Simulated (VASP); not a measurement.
A run of VASP 6.6.1 is set up as follows.

The input INCAR:

```
PREC = Accurate
ENCUT = 520
EDIFF = 1E-7
ISMEAR = -1
SIGMA = 0.05
LREAL = F
LASPH = T
NELM = 60
ALGO = Normal
ISIF = 2
LWAVE = F
LCHARG = F
GGA = PS
NBANDS = 18
```

The input KPOINTS:

```
Automatic mesh
0
Gamma
  12 12 7
```

The input POSCAR:

```
Cu
1.0
    2.5142278710      0.0000000000      0.0000000000
   -1.2571139355      2.1773852072      0.0000000000
    0.0000000000      0.0000000000      4.0930002161
Cu
2
Direct
    0.6666666667      0.3333333333      0.7500000000
    0.3333333333      0.6666666667      0.2500000000
```

Potentials or basis: VASP PAW PBE potentials, release 64 (Cu).

Run with:

```bash
$ cat potpaw_PBE.64/Cu/POTCAR > POTCAR
$ mpirun -np 1 vasp_std > vasp.out
```

**Question.** Predict the pressure.

**Answer.** 2.7 GPa.

**Question.** Predict the band gap on the k mesh.

**Answer.** Zero (bands 11 and 12 overlap by 6.03 eV).

Stress tensor (GPa, compression positive):
```
2.76 0.00 0.00
0.00 2.76 0.00
0.00 0.00 2.68
```

Caveat: the PAW data sets were made with another functional, which shifts forces and pressure a little.
